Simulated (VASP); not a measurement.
Set up this calculation in VASP 6.6.1, as the native input.

* Task: single point
* Functional: PBE
* Potentials or basis: VASP PAW PBE potentials, release 64 (Rb_sv, Br, Ag)
* Cutoff: 520 eV
* k mesh: 4 × 4 × 4
* Occupations: fermi-dirac, width 0.05 eV
* Spin: no spin polarisation
* Dipole correction: no
* Further INCAR settings: ALGO = Normal; EDIFF = 1e-06; NBANDS = 25

The structure of RbAgBr2 lies in POSCAR:

```
RbAgBr2
1.0
    4.5179929797      0.0000000000      0.0000000000
    0.0000000000      4.5179929797      0.0000000000
    0.0000000000      0.0000000000      6.3563246931
Rb Br Ag
1 2 1
Direct
    0.0000000000      0.0000000000      0.0000000000
    0.0000000000      0.0000000000      0.5000000000
    0.5000000000      0.5000000000      0.0000000000
    0.5000000000      0.5000000000      0.5000000000
```

The input as run:

INCAR

```
ALGO = Normal ; EDIFF = 1E-6
ENCUT = 520 ; GGA = PE
ISIF = 2 ; ISMEAR = -1
LASPH = T ; LCHARG = F
LREAL = F ; LWAVE = F
NBANDS = 25 ; NELM = 100
PREC = Accurate ; SIGMA = 0.05
```

KPOINTS

```
k-points
0
Gamma
  4 4 4
```

Potentials or basis: VASP PAW PBE potentials, release 64 (Rb_sv, Br, Ag).

Run with:

```bash
$ cat potpaw_PBE.64/Rb_sv/POTCAR potpaw_PBE.64/Br/POTCAR potpaw_PBE.64/Ag/POTCAR > POTCAR
$ mpirun -np 1 vasp_std > vasp.out
```

It gave:

```json
{
 "Pressure": "0.9 GPa",
 "Band gap on the k mesh": "1.18 eV, indirect (least direct gap 1.81 eV)"
}
```

Wall time 38 s on 1 thread of Intel(R) Xeon(R) 6975P-C (Granite Rapids) (shared host), peak memory 0.27 GiB.
